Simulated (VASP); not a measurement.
NaCl, 2 atoms in the cell. Symmetry: Fm-3m, No. 225, cubic system. The conventional cell has a = 5.645 Å, b = 5.645 Å, c = 5.645 Å, α = 90.00°, β = 90.00°, γ = 90.00°. Na (site symmetry m-3m) has 6 Cl at 2.82 Å within 3.7 Å. Within 3.7 Å of Cl (site symmetry m-3m) lie 6 Na at 2.82 Å. 

| Property | Result |
| --- | --- |
| Program | VASP 6.6.1 |
| Task | single point |
| Functional | r2SCAN |
| Potentials or basis | VASP PAW PBE potentials, release 64 (Na_pv, Cl) |
| Cutoff | 520 eV |
| k mesh | 10 × 10 × 10 |
| Occupations | fermi-dirac, width 0.02 eV |
| Spin | no spin polarisation |
| Dipole correction | no |
| Further INCAR settings | ALGO = Normal; EDIFF = 1e-07; NBANDS = 14 |

Potentials or basis: VASP PAW PBE potentials, release 64 (Na_pv, Cl).

The run is started by

```console
$ cat potpaw_PBE.64/Na_pv/POTCAR potpaw_PBE.64/Cl/POTCAR > POTCAR
$ cp INCAR.step1 INCAR
$ mpirun -np 1 vasp_std > vasp.out
$ cp INCAR.step2 INCAR
$ mpirun -np 1 vasp_std > vasp.out
```

Hardware: 1 thread of Intel(R) Xeon(R) 6975P-C (Granite Rapids), with other jobs on the host.

Estimate the wall time of this run.

It took 94 s on 1 thread of Intel(R) Xeon(R) 6975P-C (Granite Rapids) (shared host), peak memory 0.17 GiB. Counts: k points 47.
